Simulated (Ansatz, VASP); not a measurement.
**One calculation of Mo3W, two programs**

```
Mo W
1.0
    -1.87788    1.87788    4.59561
     1.87788   -1.87788    4.59561
     1.87788    1.87788   -4.59561
Mo W
3 1
Direct
  0.50000 0.50000 0.00000
  0.25000 0.75000 0.50000
  0.75000 0.25000 0.50000
  0.00000 0.00000 0.00000
```

Alike in both runs: functional PBE; k mesh 6 × 6 × 6; occupations gaussian, width 0.1 eV; no spin polarisation.

Ansatz relaxed the structure, and its values are those at the end. VASP's run is a single point on that final structure, the one shown.

|  | VASP | Ansatz |
| --- | --- | --- |
| version | VASP 6.6.1 | Ansatz 0.2.0 |
| potentials or method | VASP PAW PBE potentials, release 64 (Mo_sv, W_sv), cutoff 520 eV | scalar-relativistic, plane waves, PAW |
| valence electrons in the cell | 56 | 56 |

|  | VASP | Ansatz | Ansatz less VASP |
| --- | --- | --- | --- |
| gap on the k mesh at the Fermi level (eV) | none | none | - |
| pressure (GPa) | 0.5 | 0.0 | -0.48 |

A gap of «none» marks a metal or a gap that the smearing closes. The functional is the same, so the differences come from potentials, cutoffs and numerics.

The k mesh is coarse, so the values compare programs but aren't converged. Neither program's run includes spin-orbit coupling.
